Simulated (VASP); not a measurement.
# MgO (Periclase) in VASP: a series of runs

MgO (Periclase) is run at these levels: PBE, r2SCAN; tasks: single point.

Everything below comes from runs of VASP 6.6.1. Logs are shortened: lines on timing, memory, paths and dates and some standing lists are left out, and cuts for length are marked.

**1. The cell of the first run**

It takes space group Fm-3m (No. 225, cubic). The conventional cell has a = 4.164 Å, b = 4.164 Å, c = 4.164 Å, α = 90.00°, β = 90.00°, γ = 90.00°. Within 2.8 Å of Mg (site symmetry m-3m) lie 6 O at 2.08 Å. Within 2.8 Å of O (site symmetry m-3m) lie 6 Mg at 2.08 Å.

**2. Single point, PBE (strain -1.0%)**

Input file INCAR:

```
SYSTEM = MgO
  ALGO = Normal
  EDIFF = 1E-6
  ENCUT = 520
  GGA = PE
  ISIF = 2
  ISMEAR = -1
  LASPH = .TRUE.
  LCHARG = .FALSE.
  LREAL = .FALSE.
  LWAVE = .FALSE.
  NBANDS = 11
  NELM = 100
  PREC = Accurate
  SIGMA = 0.02
```

Input file KPOINTS:

```
k-points
0
G
  10 10 10
  0 0 0
```

Input file POSCAR:

```
MgO
1.0
    0.0000000000      2.0817769957      2.0817769957
    2.0817769957      0.0000000000      2.0817769957
    2.0817769957      2.0817769957      0.0000000000
Mg O
1 1
Direct
    0.0000000000      0.0000000000      0.0000000000
    0.5000000000      0.5000000000      0.5000000000
```

Potentials or basis: VASP PAW PBE potentials, release 64 (Mg, O).

Command:

```sh
> cat potpaw_PBE.64/Mg/POTCAR potpaw_PBE.64/O/POTCAR > POTCAR
> mpirun -np 1 vasp_std > vasp.out
```

OUTCAR:

```text
SYSTEM = MgO
   EDIFF = 1E-6
   ENCUT = 520
   GGA = PE
   ISIF = 2
   ISMEAR = -1
   LASPH = .TRUE.
   LREAL = .FALSE.
   NELM = 100
   PREC = Accurate

 ion  position               nearest neighbor table
   1  0.000  0.000  0.000-   2 2.08   2 2.08   2 2.08   2 2.08   2 2.08   2 2.08
   2  0.500  0.500  0.500-   1 2.08   1 2.08   1 2.08   1 2.08   1 2.08   1 2.08

  LATTYP: Found a face centered cubic cell.
 ALAT       =     4.1635539914

  Lattice vectors:

 A1 = (   0.0000000000,   2.0817769957,   2.0817769957)
 A2 = (   2.0817769957,   0.0000000000,   2.0817769957)
 A3 = (   2.0817769957,   2.0817769957,   0.0000000000)

Analysis of symmetry for initial positions (statically):
=====================================================================
 Subroutine PRICEL returns:
 Original cell was already a primitive cell.

 Routine SETGRP: Setting up the symmetry group for a
 face centered cubic supercell.

 Subroutine GETGRP returns: Found 48 space group operations
 (whereof 48 operations were pure point group operations)
 out of a pool of 48 trial point group operations.

The static configuration has the point symmetry O_h .

Analysis of symmetry for dynamics (positions and initial velocities):
=====================================================================
 Subroutine PRICEL returns:
 Original cell was already a primitive cell.

 Routine SETGRP: Setting up the symmetry group for a
 face centered cubic supercell.

 Subroutine GETGRP returns: Found 48 space group operations
 (whereof 48 operations were pure point group operations)
 out of a pool of 48 trial point group operations.

The dynamic configuration has the point symmetry O_h .

 Subroutine INISYM returns: Found 48 space group operations
 (whereof 48 operations are pure point group operations),
 and found     1 'primitive' translations

----------------------------------------------------------------------------------------

                                     Primitive cell

  volume of cell :      18.0440

  direct lattice vectors                    reciprocal lattice vectors
     0.000000000  2.081776996  2.081776996    -0.240179424  0.240179424  0.240179424
     2.081776996  0.000000000  2.081776996     0.240179424 -0.240179424  0.240179424
     2.081776996  2.081776996  0.000000000     0.240179424  0.240179424 -0.240179424

  length of vectors
     2.944077261  2.944077261  2.944077261     0.416002966  0.416002966  0.416002966

  position of ions in fractional coordinates (direct lattice)
     0.000000000  0.000000000  0.000000000
     0.500000000  0.500000000  0.500000000

  ion indices of the primitive-cell ions
   primitive index   ion index
                 1           1
                 2           2

----------------------------------------------------------------------------------------

 KPOINTS: k-points

Automatic generation of k-mesh.
 Grid dimensions read from file:
 generate k-points for:   10   10   10

 Generating k-lattice:

  Cartesian coordinates                     Fractional coordinates (reciprocal lattice)
    -0.024017942  0.024017942  0.024017942     0.100000000  0.000000000  0.000000000
     0.024017942 -0.024017942  0.024017942     0.000000000  0.100000000  0.000000000
     0.024017942  0.024017942 -0.024017942     0.000000000  0.000000000  0.100000000

  Length of vectors
     0.041600297  0.041600297  0.041600297

  Shift w.r.t. Gamma in fractional coordinates (k-lattice)
     0.000000000  0.000000000  0.000000000

 Subroutine IBZKPT returns following result:
 ===========================================

 Found     47 irreducible k-points:

 Following reciprocal coordinates:
            Coordinates               Weight
  0.000000  0.000000  0.000000      1.000000
  0.100000  0.000000  0.000000      8.000000
  0.200000  0.000000  0.000000      8.000000
  0.300000  0.000000  0.000000      8.000000
  0.400000  0.000000  0.000000      8.000000
  0.500000  0.000000  0.000000      4.000000
[... 16 lines left out ...]
  0.300000  0.300000  0.000000      6.000000
  0.400000  0.300000  0.000000     24.000000
 [... further k-points ...]
   k-points           NKPTS =     47   k-points in BZ     NKDIM =     47   number of bands    NBANDS=     11
   number of dos      NEDOS =    301   number of ions     NIONS =      2
   total plane-waves  NPLWV =  13824
   dimension x,y,z NGX =    24 NGY =   24 NGZ =   24
   dimension x,y,z NGXF=    48 NGYF=   48 NGZF=   48
   ions per type =               1   1
   NGX,Y,Z   is equivalent  to a cutoff of  13.55, 13.55, 13.55 a.u.
   NGXF,Y,Z  is equivalent  to a cutoff of  27.10, 27.10, 27.10 a.u.
 SYSTEM =  MgO
   PREC   = accura    normal or accurate (medium, high low for compatibility)
   ISTART =      0    job   : 0-new  1-cont  2-samecut
   ICHARG =      2    charge: 1-file 2-atom 10-const
   ISPIN  =      1    spin polarized calculation?
   LNONCOLLINEAR =      F non collinear calculations
   LSORBIT =      F    spin-orbit coupling
   LASPH  =      T    aspherical Exc in radial PAW
   ENCUT  =  520.0 eV  38.22 Ry    6.18 a.u.   5.47  5.47  5.47*2*pi/ulx,y,z
   NELM   =    100;   NELMIN=  2; NELMDL= -5     # of ELM steps
   EDIFF  = 0.1E-05   stopping-criterion for ELM
   LREAL  =      F    real-space projection
   EDIFFG = 0.1E-04   stopping-criterion for IOM
   NSW    =      0    number of steps for IOM
   IBRION =     -1    ionic relax: 0-MD 1-quasi-New 2-CG
   NFREE  =      0    steps in history (QN), initial steepest desc. (CG)
   ISIF   =      2    stress and relaxation
   ISYM   =      2    0-nonsym 1-usesym 2-fastsym
   POTIM  = 0.5000    time-step for ionic-motion
   TEBEG  =    0.0;   TEEND  =   0.0 temperature during run
   PSTRESS=    0.0 pullay stress
   NELECT =       8.0000    total number of electrons
   NUPDOWN=      -1.0000    fix difference up-down
   EMIN   =  10.00;   EMAX   =-10.00  energy-range for DOS
   EFERMI =   0.00;   METHOD = LEGACY
   ISMEAR =    -1;   SIGMA  =   0.02  broadening in eV -4-tet -1-fermi 0-gaus
   EFERMI_NEDOS =   21; number of points for ismear=-14 and -15
   IALGO  =     38    algorithm
   IMIX   =      4    mixing-type and parameters
     AMIX     =   0.40;   BMIX     =  1.00
     AMIX_MAG =   1.60;   BMIX_MAG =  1.00
  volume/ion in A,a.u.               =       9.02        60.88
  Fermi-wavevector in a.u.,A,eV,Ry     =   1.248324  2.358990 21.202130  1.558313
  Thomas-Fermi vector in A             =   2.382416
   LORBIT       =      0    0 simple, 1 ext, 2 COOP (PROOUT), +10 PAW based schemes
   GGA     = PE    functional components
[... 5 lines left out ...]
 non-spin polarized calculation
  energy-cutoff  :      520.00
  volume of cell :       18.04
 maximum number of plane-waves:       531
 NGX is ok and might be reduce to    24
   NGX = 11   NGY = 11   NGZ = 11

 number of electron       8.0000001 magnetization

 Free energy of the ion-electron system (eV)
  ---------------------------------------------------
  ext. energy  EPLUGINS =         0.00000000
  ---------------------------------------------------
  free energy    TOTEN  =       -11.87680710 eV

  energy without entropy =      -11.87680710  energy(sigma->0) =      -11.87680710

 E-fermi :   3.8181     XC(G=0): -11.2445

 val. band max:        3.4529894570   @ k =   0.0000   0.0000   0.0000
 cond. band min:       8.5250429332   @ k =   0.0000   0.0000   0.0000
 fundamental gap:      5.0720534762
 Fermi energy:         3.8181194362

 k-point     1 :       0.0000    0.0000    0.0000
  band No.  band energies     occupation
      1     -13.9927      2.00000
      2       3.4530      2.00000
      3       3.4530      2.00000
      4       3.4530      2.00000
      5       8.5250      0.00000
      6      19.4491      0.00000
      7      19.4491      0.00000
      8      19.4491      0.00000
      9      23.4585      0.00000
     10      25.2739      0.00000
     11      25.2739      0.00000

 k-point     2 :       0.1000    0.0000    0.0000
  band No.  band energies     occupation
      1     -13.8802      2.00000
      2       2.7944      2.00000
      3       3.3812      2.00000
      4       3.3812      2.00000
      5       9.1499      0.00000
      6      18.1898      0.00000
      7      19.7025      0.00000
      8      19.7025      0.00000
      9      24.5954      0.00000
     10      24.5954      0.00000
     11      25.1806      0.00000

 k-point     3 :       0.2000    0.0000    0.0000
  band No.  band energies     occupation
      1     -13.5709      2.00000
      2       1.4388      2.00000
      3       3.1994      2.00000
      4       3.1994      2.00000
      5      10.3414      0.00000
      6      16.6885      0.00000
      7      20.2312      0.00000
      8      20.2312      0.00000
      9      23.9170      0.00000
     10      23.9170      0.00000
     11      26.2822      0.00000

 k-point     4 :       0.3000    0.0000    0.0000
  band No.  band energies     occupation
      1     -13.1519      2.00000
      2       0.0669      2.00000
      3       2.9860      2.00000
      4       2.9860      2.00000
      5      11.2415      0.00000
      6      16.0705      0.00000
      7      20.4119      0.00000
      8      20.4119      0.00000
      9      24.3562      0.00000
     10      24.3562      0.00000
     11      25.6779      0.00000

 k-point     5 :       0.4000    0.0000    0.0000
  band No.  band energies     occupation
      1     -12.7740      2.00000
      2      -0.9428      2.00000
      3       2.8213      2.00000
      4       2.8213      2.00000
      5      11.5437      0.00000
      6      16.2537      0.00000
      7      20.2300      0.00000
      8      20.2300      0.00000
      9      25.0923      0.00000
     10      25.6405      0.00000
     11      25.6405      0.00000
[... 211 lines left out ...]
 k-point    21 :      -0.3000    0.2000    0.0000
  band No.  band energies     occupation
      1     -12.6919      2.00000
      2      -0.3322      2.00000
      3       1.5738      2.00000
      4       2.7617      2.00000
      5      13.0241      0.00000
      6      15.6416      0.00000
      7      18.0511      0.00000
      8      21.2048      0.00000
      9      24.0483      0.00000
     10      24.9825      0.00000
     11      29.1414      0.00000

 k-point    22 :      -0.2000    0.2000    0.0000
  band No.  band energies     occupation
      1     -13.0278      2.00000
      2       0.2716      2.00000
      3       2.0611      2.00000
      4       2.9798      2.00000
      5      12.2422      0.00000
      6      15.5501      0.00000
      7      18.9625      0.00000
      8      21.6737      0.00000
      9      22.1907      0.00000
     10      25.2328      0.00000
     11      28.9143      0.00000

 k-point    23 :       0.3000    0.3000    0.0000
  band No.  band energies     occupation
      1     -12.9382      2.00000
      2       0.2089      2.00000
      3       2.4799      2.00000
      4       2.4799      2.00000
      5      12.6792      0.00000
      6      13.9564      0.00000
      7      18.2720      0.00000
      8      21.8171      0.00000
      9      21.8171      0.00000
     10      27.9917      0.00000
     11      31.5584      0.00000

 k-point    24 :       0.4000    0.3000    0.0000
  band No.  band energies     occupation
      1     -12.6734      2.00000
      2      -0.2369      2.00000
      3       2.0992      2.00000
      4       2.3268      2.00000
      5      13.3353      0.00000
      6      13.7835      0.00000
      7      17.4314      0.00000
      8      22.0947      0.00000
      9      22.3078      0.00000
     10      28.7722      0.00000
     11      31.1413      0.00000

 [... further k-points ...]
[... 5 lines left out ...]
  --------------------------------------------------------------------------------------
  -------------------------------------------------------------------------------------
  Total        1.1520088      1.1520088      1.1520088     -0.0000000     -0.0000000      0.0000000
  in kB      102.2901364    102.2901364    102.2901364     -0.0000000     -0.0000000      0.0000000
  external PRESSURE =     102.2901364 kB  Pullay stress =       0.0000000 kB

 VOLUME and BASIS-vectors are now :
 -----------------------------------------------------------------------------
  energy-cutoff  :      520.00
  volume of cell :       18.04
      direct lattice vectors                 reciprocal lattice vectors
     0.000000000  2.081776996  2.081776996    -0.240179424  0.240179424  0.240179424
     2.081776996  0.000000000  2.081776996     0.240179424 -0.240179424  0.240179424
     2.081776996  2.081776996  0.000000000     0.240179424  0.240179424 -0.240179424

 POSITION                                       TOTAL-FORCE (eV/Angst)
 -----------------------------------------------------------------------------------
      0.00000      0.00000      0.00000        -0.000000     -0.000000      0.000000
      2.08178      2.08178      2.08178         0.000000      0.000000     -0.000000
 -----------------------------------------------------------------------------------
    total drift:                               -0.000000     -0.000000      0.000000

  FREE ENERGIE OF THE ION-ELECTRON SYSTEM (eV)
  ---------------------------------------------------
  free  energy   TOTEN  =       -11.8768071027 eV

  energy  without entropy=      -11.8768071027  energy(sigma->0) =      -11.87680710
```

Wall time 10 s (1 thread of AMD EPYC 7R43 (Zen 3), shared host); peak memory 0.11 GiB.

What came out:

| Item | Value |
| --- | --- |
| Free energy | -11.8768 eV |
| Pressure | 10.2 GPa |
| Band gap on the k mesh | 5.07 eV, direct |

Caveat: the cell differs from its parent crystal (strain -1.0%).

**3. Single point, r2SCAN (strain -1.0%)**

POSCAR is that of step 2.

Input file INCAR.step1:

```
PREC = Accurate
ENCUT = 520
ISMEAR = 0
SIGMA = 0.01
LREAL = False
LASPH = True
NELM = 100
NBANDS = 11
GGA = PE
ALGO = Normal
EDIFF = 1E-4
LWAVE = True
LCHARG = False
```

Input file INCAR.step2:

```
PREC = Accurate
ENCUT = 520
EDIFF = 1E-6
ISMEAR = 0
SIGMA = 0.01
LREAL = False
LASPH = True
NELM = 100
ALGO = Normal
ISIF = 2
LWAVE = False
LCHARG = True
METAGGA = R2SCAN
LMIXTAU = True
LELF = True
LVHAR = True
NBANDS = 11
ISTART = 1
```

Input file KPOINTS:

```
regular mesh
0
Gamma
  10 10 10
```

Potentials or basis: VASP PAW PBE potentials, release 64 (Mg, O).

Command:

```sh
> cat potpaw_PBE.64/Mg/POTCAR potpaw_PBE.64/O/POTCAR > POTCAR
> cp INCAR.step1 INCAR
> mpirun -np 1 vasp_std > vasp.out
> cp INCAR.step2 INCAR
> mpirun -np 1 vasp_std > vasp.out
```

It took 51 s on 1 thread of AMD EPYC 7R43 (Zen 3), shared host; peak memory 0.11 GiB.

It converged, with:

| Property | Result |
| --- | --- |
| Free energy | -16.1557 eV |
| Pressure | 4.0 GPa |
| Band gap on the k mesh | 5.96 eV, direct |

Levels at points of the mesh, in eV from the valence-band top:
| k point | band 1 | band 2 | band 3 | band 4 | band 5 | band 6 | band 7 | band 8 |
| --- | --- | --- | --- | --- | --- | --- | --- | --- |
| (0.00, 0.00, 0.00) | -18.38 | 0.00 | 0.00 | 0.00 | 5.96 | 17.04 | 17.04 | 17.04 |
| (0.50, 0.00, 0.00) | -17.05 | -4.77 | -0.71 | -0.71 | 9.03 | 14.22 | 17.79 | 17.79 |
| (0.50, 0.50, 0.00) | -16.78 | -4.25 | -1.42 | -1.42 | 10.08 | 11.46 | 14.68 | 20.93 |

Caveat: the cell differs from its parent crystal (strain -1.0%); the PAW data sets were made with another functional, which shifts forces and pressure a little.

**4. Single point, PBE (uniaxial y strain +5.3%)**

Input file INCAR:

```
SYSTEM = MgO
PREC     = Accurate       ! precision mode
ENCUT    = 520            ! plane-wave cutoff, eV
EDIFF    = 1E-7           ! SCF threshold, eV
ISMEAR   = -1             ! smearing method
SIGMA    = 0.02           ! smearing width, eV
LREAL    = .False.        ! projectors in reciprocal space
LASPH    = .True.         ! aspherical terms in the spheres
NELM     = 80             ! most SCF steps
ALGO     = Normal         ! electronic algorithm
ISIF     = 2              ! what is computed and relaxed
LWAVE    = .False.        ! write WAVECAR
LCHARG   = .False.        ! write CHGCAR
GGA      = PE             ! functional
NBANDS   = 11             ! bands
```

Input file KPOINTS:

```
Automatic mesh
0
Gamma
  10 10 10
  0 0 0
```

Input file POSCAR:

```
MgO
1.0
    0.0000000000      2.2137931477      2.1021680256
    2.1021680256      0.0000000000      2.1021680256
    2.1021680256      2.2137931477      0.0000000000
Mg O
1 1
Direct
    0.0000000000      0.0000000000      0.0000000000
    0.5000000000      0.5000000000      0.5000000000
```

Command:

```sh
> cat potpaw_PBE.64/Mg/POTCAR potpaw_PBE.64/O/POTCAR > POTCAR
> mpirun -np 1 vasp_std > vasp.out
```

It took 26 s on 1 thread of AMD EPYC 7R43 (Zen 3), shared host; peak memory 0.12 GiB.

It converged, with:

```
Free energy            : -11.8917 eV
Pressure               : -2.4 GPa
Band gap on the k mesh : 4.21 eV, direct
```

Stress tensor (GPa, compression positive):
```
 0.14  0.00  0.00
 0.00 -7.46  0.00
 0.00  0.00  0.14
```

Levels at points of the mesh, in eV from the valence-band top:
```csv
k point,band 1,band 2,band 3,band 4,band 5,band 6,band 7,band 8
"(0.00, 0.00, 0.00)",-17.10,-0.10,-0.10,0.00,4.21,15.15,15.68,15.68
"(0.50, 0.00, 0.00)",-15.93,-4.48,-0.73,-0.62,7.53,12.00,15.29,16.36
"(0.50, 0.50, 0.00)",-15.65,-3.91,-1.58,-1.25,8.85,9.41,12.78,17.54
"(0.50, 0.00, 0.50)",-15.79,-4.06,-1.22,-1.22,9.35,9.48,12.10,18.64
```

Caveat: the cell differs from its parent crystal (uniaxial y strain +5.3%).

[end of part 1 of 2]
